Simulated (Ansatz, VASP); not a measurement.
## One calculation of CoNiO2, two programs

```
CELL_PARAMETERS angstrom
3.05400 0.00000 0.00000
0.00000 3.05400 0.00000
0.00000 0.00000 4.27785
ATOMIC_POSITIONS crystal
Ni 0.00000 0.00000 0.00000
Co 0.50000 0.50000 0.50000
O 0.00000 0.00000 0.50000
O 0.50000 0.50000 0.00000
```

Change from the starting cell: volume scaled by 1.04.

Alike in both runs: task single point; functional LDA; k mesh 9 × 9 × 6; occupations fermi-dirac, width 0.05 eV; collinear spin.

|  | VASP | Ansatz |
| --- | --- | --- |
| version | VASP 6.6.1 | Ansatz 0.2.0 |
| potentials or method | VASP PAW LDA potentials, release 64 (Ni, Co, O), cutoff 520 eV | all-electron LAPW, scalar-relativistic |

Ansatz gave:

- gap on the k mesh at the Fermi level (eV): none
- pressure (GPa): -26.7
- net moment per atom (μB): 0.95
- size of the moment on the site where the two differ most (μB): 0.75

Problem. Estimate VASP's values.

Solution. gap on the k mesh at the Fermi level (eV): none; pressure (GPa): -27.3; net moment per atom (μB): 0.90; size of the moment on the site where the two differ most (μB): 0.65.

LDA's correlation is that of Perdew and Zunger in VASP and of Perdew and Wang (1992) in Ansatz. Site moments also hang on the region over which each program counts them. A gap of «none» marks a metal or a gap that the smearing closes. Ansatz ran all-electron here, and VASP with PAW potentials.
